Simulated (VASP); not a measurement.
# CoSi2 (Fm-3m) in VASP: single point with BLYP+D4

Aim: the single point of CoSi2 with BLYP+D4.

Program: VASP 6.6.1. These are calculated values, not measurements. Logs are shortened: lines on timing, memory, paths and dates and some standing lists are left out, and cuts for length are marked.

## Step 1: The cell of the first run

Symmetry: Fm-3m, No. 225, cubic system. The conventional cell has a = 5.391 Å, b = 5.391 Å, c = 5.391 Å, α = 90.00°, β = 90.00°, γ = 90.00°. Co (site symmetry m-3m) has 8 Si at 2.33 Å within 3.1 Å. Si (site symmetry -43m) has 4 Co at 2.33 Å and 6 Si at 2.70 Å within 3.1 Å.

## Step 2: Single point, BLYP+D4, collinear spin, ferromagnetic start

Contents of INCAR:

```
AGGAC = 1.0
AGGAX = 1.0
ALDAC = 0.0
ALDAX = 1.0
ALGO = Normal
EDIFF = 1E-6
ENCUT = 690
GGA = B5
GGA_COMPAT = False
ISIF = 2
ISMEAR = -5
ISPIN = 2
IVDW = 13
LASPH = True
LCHARG = True
LELF = True
LMAXMIX = 4
LORBIT = 11
LREAL = False
LVHAR = True
LWAVE = False
MAGMOM = 4 0 0
NBANDS = 24
NELM = 200
NUPDOWN = 4.0
PREC = Accurate
SIGMA = 0.05
VDW_A1 = 0.44488865
VDW_A2 = 4.0933009
VDW_S6 = 1.0
VDW_S8 = 2.34076671
```

Contents of KPOINTS:

```
k-points
0
Gamma
  9 9 9
```

Contents of POSCAR:

```
CoSi2
1.0
    0.0000000000      2.6957356162      2.6957356162
    2.6957356162      0.0000000000      2.6957356162
    2.6957356162      2.6957356162      0.0000000000
Co Si
1 2
Direct
    0.0000000000      0.0000000000      0.0000000000
    0.7500000000      0.7500000000      0.7500000000
    0.2500000000      0.2500000000      0.2500000000
```

Potentials or basis: VASP PAW PBE potentials, release 64 (Co_sv, Si).

Launch:

```
$ cat potpaw_PBE.64/Co_sv/POTCAR potpaw_PBE.64/Si/POTCAR > POTCAR
$ mpirun -np 1 vasp_std > vasp.out
```

OUTCAR:

```text
EDIFF = 1E-6
   ENCUT = 690
   GGA = B5
   ISIF = 2
   ISMEAR = -5
   ISPIN = 2
   IVDW = 13
   LASPH = True
   LORBIT = 11
   LREAL = False
   NELM = 200
   NUPDOWN = 4.0
   PREC = Accurate

 ion  position               nearest neighbor table
   1  0.000  0.000  0.000-   2 2.33   2 2.33   2 2.33   2 2.33   3 2.33   3 2.33   3 2.33   3 2.33

   2  0.750  0.750  0.750-   1 2.33   1 2.33   1 2.33   1 2.33   3 2.70   3 2.70   3 2.70   3 2.70
                             3 2.70   3 2.70
   3  0.250  0.250  0.250-   1 2.33   1 2.33   1 2.33   1 2.33   2 2.70   2 2.70   2 2.70   2 2.70
                             2 2.70   2 2.70

  LATTYP: Found a face centered cubic cell.
 ALAT       =     5.3914712324

  Lattice vectors:

 A1 = (   0.0000000000,   2.6957356162,   2.6957356162)
 A2 = (   2.6957356162,   0.0000000000,   2.6957356162)
 A3 = (   2.6957356162,   2.6957356162,   0.0000000000)

Analysis of symmetry for initial positions (statically):
=====================================================================
 Subroutine PRICEL returns:
 Original cell was already a primitive cell.

 Routine SETGRP: Setting up the symmetry group for a
 face centered cubic supercell.

 Subroutine GETGRP returns: Found 48 space group operations
 (whereof 48 operations were pure point group operations)
 out of a pool of 48 trial point group operations.

The static configuration has the point symmetry O_h .

Analysis of symmetry for dynamics (positions and initial velocities):
=====================================================================
 Subroutine PRICEL returns:
 Original cell was already a primitive cell.

 Routine SETGRP: Setting up the symmetry group for a
 face centered cubic supercell.

 Subroutine GETGRP returns: Found 48 space group operations
 (whereof 48 operations were pure point group operations)
 out of a pool of 48 trial point group operations.

The dynamic configuration has the point symmetry O_h .

Analysis of structural, dynamic, and magnetic symmetry:
=====================================================================
 Subroutine PRICEL returns:
 Original cell was already a primitive cell.

 Routine SETGRP: Setting up the symmetry group for a
 face centered cubic supercell.

 Subroutine GETGRP returns: Found 48 space group operations
 (whereof 48 operations were pure point group operations)
 out of a pool of 48 trial point group operations.

The overall configuration has the point symmetry O_h .

 Subroutine INISYM returns: Found 48 space group operations
 (whereof 48 operations are pure point group operations),
 and found     1 'primitive' translations

----------------------------------------------------------------------------------------

                                     Primitive cell

  volume of cell :      39.1798

  direct lattice vectors                    reciprocal lattice vectors
     0.000000000  2.695735616  2.695735616    -0.185478130  0.185478130  0.185478130
     2.695735616  0.000000000  2.695735616     0.185478130 -0.185478130  0.185478130
     2.695735616  2.695735616  0.000000000     0.185478130  0.185478130 -0.185478130

  length of vectors
     3.812345869  3.812345869  3.812345869     0.321257544  0.321257544  0.321257544

  position of ions in fractional coordinates (direct lattice)
     0.000000000  0.000000000  0.000000000
     0.750000000  0.750000000  0.750000000
     0.250000000  0.250000000  0.250000000

  ion indices of the primitive-cell ions
   primitive index   ion index
                 1           1
                 2           2
                 3           3

----------------------------------------------------------------------------------------

 KPOINTS: k-points

Automatic generation of k-mesh.
 Grid dimensions read from file:
 generate k-points for:    9    9    9

 Generating k-lattice:

  Cartesian coordinates                     Fractional coordinates (reciprocal lattice)
    -0.020608681  0.020608681  0.020608681     0.111111111  0.000000000  0.000000000
     0.020608681 -0.020608681  0.020608681     0.000000000  0.111111111  0.000000000
     0.020608681  0.020608681 -0.020608681     0.000000000  0.000000000  0.111111111

  Length of vectors
     0.035695283  0.035695283  0.035695283

  Shift w.r.t. Gamma in fractional coordinates (k-lattice)
     0.000000000  0.000000000  0.000000000

 TETIRR: Found    115 inequivalent tetrahedra from     4374

 Subroutine IBZKPT returns following result:
 ===========================================

 Found     35 irreducible k-points:

 Following reciprocal coordinates:
            Coordinates               Weight
  0.000000  0.000000  0.000000      1.000000
  0.111111  0.000000  0.000000      8.000000
  0.222222  0.000000  0.000000      8.000000
  0.333333  0.000000  0.000000      8.000000
  0.444444  0.000000  0.000000      8.000000
  0.111111  0.111111  0.000000      6.000000
[... 16 lines left out ...]
 -0.333333  0.333333  0.000000     12.000000
  0.444444  0.444444  0.000000      6.000000
 [... further k-points ...]
   k-points           NKPTS =     35   k-points in BZ     NKDIM =     35   number of bands    NBANDS=     24
   number of dos      NEDOS =    301   number of ions     NIONS =      3
   total plane-waves  NPLWV =  46656
   dimension x,y,z NGX =    36 NGY =   36 NGZ =   36
   dimension x,y,z NGXF=    72 NGYF=   72 NGZF=   72
   ions per type =               1   2
   NGX,Y,Z   is equivalent  to a cutoff of  15.70, 15.70, 15.70 a.u.
   NGXF,Y,Z  is equivalent  to a cutoff of  31.40, 31.40, 31.40 a.u.
 SYSTEM =  unknown system
   PREC   = accura    normal or accurate (medium, high low for compatibility)
   ISTART =      0    job   : 0-new  1-cont  2-samecut
   ICHARG =      2    charge: 1-file 2-atom 10-const
   ISPIN  =      2    spin polarized calculation?
   LNONCOLLINEAR =      F non collinear calculations
   LSORBIT =      F    spin-orbit coupling
   LASPH  =      T    aspherical Exc in radial PAW
   ENCUT  =  690.0 eV  50.71 Ry    7.12 a.u.   8.17  8.17  8.17*2*pi/ulx,y,z
   NELM   =    200;   NELMIN=  2; NELMDL= -5     # of ELM steps
   EDIFF  = 0.1E-05   stopping-criterion for ELM
   LREAL  =      F    real-space projection
   EDIFFG = 0.1E-04   stopping-criterion for IOM
   NSW    =      0    number of steps for IOM
   IBRION =     -1    ionic relax: 0-MD 1-quasi-New 2-CG
   NFREE  =      0    steps in history (QN), initial steepest desc. (CG)
   ISIF   =      2    stress and relaxation
   ISYM   =      2    0-nonsym 1-usesym 2-fastsym
   POTIM  = 0.5000    time-step for ionic-motion
   TEBEG  =    0.0;   TEEND  =   0.0 temperature during run
   PSTRESS=    0.0 pullay stress
   NELECT =      25.0000    total number of electrons
   NUPDOWN=       4.0000    fix difference up-down
   EMIN   =  10.00;   EMAX   =-10.00  energy-range for DOS
   EFERMI =   0.00;   METHOD = LEGACY
   ISMEAR =    -5;   SIGMA  =   0.05  broadening in eV -4-tet -1-fermi 0-gaus
   EFERMI_NEDOS =   21; number of points for ismear=-14 and -15
   IALGO  =     38    algorithm
   IMIX   =      4    mixing-type and parameters
     AMIX     =   0.40;   BMIX     =  1.00
     AMIX_MAG =   1.60;   BMIX_MAG =  1.00
  volume/ion in A,a.u.               =      13.06        88.13
  Fermi-wavevector in a.u.,A,eV,Ry     =   1.409400  2.663379 27.026719  1.986408
  Thomas-Fermi vector in A             =   2.531460
   LORBIT       =     11    0 simple, 1 ext, 2 COOP (PROOUT), +10 PAW based schemes
   GGA     = B5    functional components
   LHFCALC =     F    Hartree Fock is set to
   AEXX    =    0.0000 exact exchange contribution
   IVDW    =    13    specifies the selected vdW correction
   LEPSILON=     F    determine dielectric tensor
   LRPA    =     F    only Hartree local field effects (RPA)
 spin polarized calculation
 Fermi weights with tetrahedron method with Bloechl corrections
  energy-cutoff  :      690.00
  volume of cell :       39.18
 maximum number of plane-waves:      1639
 NGX is ok and might be reduce to    36
   NGX = 17   NGY = 17   NGZ = 17

 number of electron      24.9999984 magnetization       3.9999998

 Free energy of the ion-electron system (eV)
  ---------------------------------------------------
  ext. energy  EPLUGINS =         0.00000000
  ---------------------------------------------------
  free energy    TOTEN  =       -11.08369328 eV

  energy without entropy =      -11.08369328  energy(sigma->0) =      -11.08369328

 E-fermi :   9.2212     XC(G=0): -11.1571

 val. band max:       13.9987525447   @ k =   0.2222   0.0000   0.0000
 cond. band min:       9.1283025536   @ k =   0.4444   0.4444   0.0000
 fundamental gap:     -4.8704499911
 Fermi energy:        13.9712417152

 spin component 1

 k-point     1 :       0.0000    0.0000    0.0000
  band No.  band energies     occupation
      1     -85.9923      1.00000
      2     -49.5043      1.00000
      3     -49.5043      1.00000
      4     -49.5043      1.00000
      5      -2.4693      1.00000
      6       5.4999      1.00000
[... 637 lines left out ...]
     23      25.3232      0.00000
     24      25.3232      0.00000

 [... further k-points ...]

 spin component 2

 k-point     1 :       0.0000    0.0000    0.0000
  band No.  band energies     occupation
      1     -83.5285      1.00000
      2     -47.1247      1.00000
      3     -47.1247      1.00000
      4     -47.1247      1.00000
      5      -1.6693      1.00000
      6       6.8678      1.00000
[... 637 lines left out ...]
     23      26.2721      0.00000
     24      26.2721      0.00000

 [... further k-points ...]

------------------------ aborting loop because EDIFF is reached ----------------------------------------

  DFT-D4 for vdW energy calculation

  Edisp (eV):   -2.62321

  FORCE on cell =-STRESS in cart. coord.  units (eV):
  Direction    XX          YY          ZZ          XY          YZ          ZX
  --------------------------------------------------------------------------------------
  -------------------------------------------------------------------------------------
  Total       6.95295     6.95295     6.95295     0.00000     0.00000    -0.00000
  in kB     284.32670   284.32670   284.32670     0.00000     0.00000    -0.00000
  external pressure =      284.33 kB  Pullay stress =        0.00 kB

 VOLUME and BASIS-vectors are now :
 -----------------------------------------------------------------------------
  energy-cutoff  :      690.00
  volume of cell :       39.18
      direct lattice vectors                 reciprocal lattice vectors
     0.000000000  2.695735616  2.695735616    -0.185478130  0.185478130  0.185478130
     2.695735616  0.000000000  2.695735616     0.185478130 -0.185478130  0.185478130
     2.695735616  2.695735616  0.000000000     0.185478130  0.185478130 -0.185478130

 POSITION                                       TOTAL-FORCE (eV/Angst)
 -----------------------------------------------------------------------------------
      0.00000      0.00000      0.00000        -0.000000     -0.000000     -0.000000
      4.04360      4.04360      4.04360        -0.000000      0.000000      0.000000
      1.34787      1.34787      1.34787         0.000000      0.000000      0.000000
 -----------------------------------------------------------------------------------
    total drift:                               -0.000000      0.000000      0.000000

  FREE ENERGIE OF THE ION-ELECTRON SYSTEM (eV)
  ---------------------------------------------------
  free  energy   TOTEN  =       -13.7069046445 eV

  energy  without entropy=      -13.7069046445  energy(sigma->0) =      -13.70690464

 total charge

# of ion       s       p       d       tot
------------------------------------------
    1        2.277   6.172   6.752  15.201
    2        0.805   0.876   0.000   1.682
    3        0.805   0.876   0.000   1.682
--------------------------------------------------
tot          3.888   7.925   6.752  18.565

 magnetization (x)

# of ion       s       p       d       tot
------------------------------------------
    1        0.033   0.086   1.968   2.087
    2        0.123   0.226   0.000   0.350
    3        0.123   0.226   0.000   0.350
--------------------------------------------------
tot          0.280   0.539   1.968   2.786
```

Wall time 62 s (1 thread of Intel Xeon 6975P-C (Granite Rapids), shared host); peak memory 0.28 GiB.

What came out:

* Free energy: -13.7069 eV
* Pressure: 28.4 GPa
* Net moment: 4.00 μB per cell
* Site moments: Co +2.09; Si +0.35 μB
* Valence electrons inside the program's atomic spheres: Co 15.20; Si 1.68
* Dispersion energy per atom: -0.874 eV

Caveat: the cell stands under pressure; the PAW data sets were made with another functional, which shifts forces and pressure a little; the total moment is fixed, so each spin has its own Fermi level and the state may be an excited one.
